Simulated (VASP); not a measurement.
Input of a VASP 6.6.1 run:

File INCAR:

```
SYSTEM = K2B2P
PREC     = Accurate       ! precision mode
ENCUT    = 520            ! plane-wave cutoff, eV
EDIFF    = 1E-7           ! SCF threshold, eV
ISMEAR   = 0              ! smearing method
SIGMA    = 0.1            ! smearing width, eV
LREAL    = .FALSE.        ! projectors in reciprocal space
LASPH    = .TRUE.         ! aspherical terms in the spheres
NELM     = 100            ! most SCF steps
ALGO     = Normal         ! electronic algorithm
ISIF     = 2              ! what is computed and relaxed
LWAVE    = .FALSE.        ! write WAVECAR
LCHARG   = .FALSE.        ! write CHGCAR
GGA      = PE             ! functional
NBANDS   = 22             ! bands
```

The input KPOINTS:

```
Automatic mesh
0
G
  9 9 8
  0 0 0
```

Contents of POSCAR:

```
K2B2P
1.0
    5.3636645655      0.0000000000      0.0000000000
   -2.6818322828      4.6450697711      0.0000000000
    0.0000000000      0.0000000000      5.0835392518
K B P
2 2 1
Direct
    0.3333333333      0.6666666667      0.2815806212
    0.6666666667      0.3333333333      0.7184193788
    0.0000000000      0.0000000000      0.3496636223
    0.0000000000      0.0000000000      0.6503363777
    0.0000000000      0.0000000000      0.0000000000
```

Potentials or basis: VASP PAW PBE potentials, release 64 (K_sv, B, P).

The run is started by

```sh
$ cat potpaw_PBE.64/K_sv/POTCAR potpaw_PBE.64/B/POTCAR potpaw_PBE.64/P/POTCAR > POTCAR
$ mpirun -np 1 vasp_std > vasp.out
```

(1) Estimate the largest force.

(2) Predict the pressure.

Answers

(1) 0.026 eV/Å.

(2) 0.0 GPa.
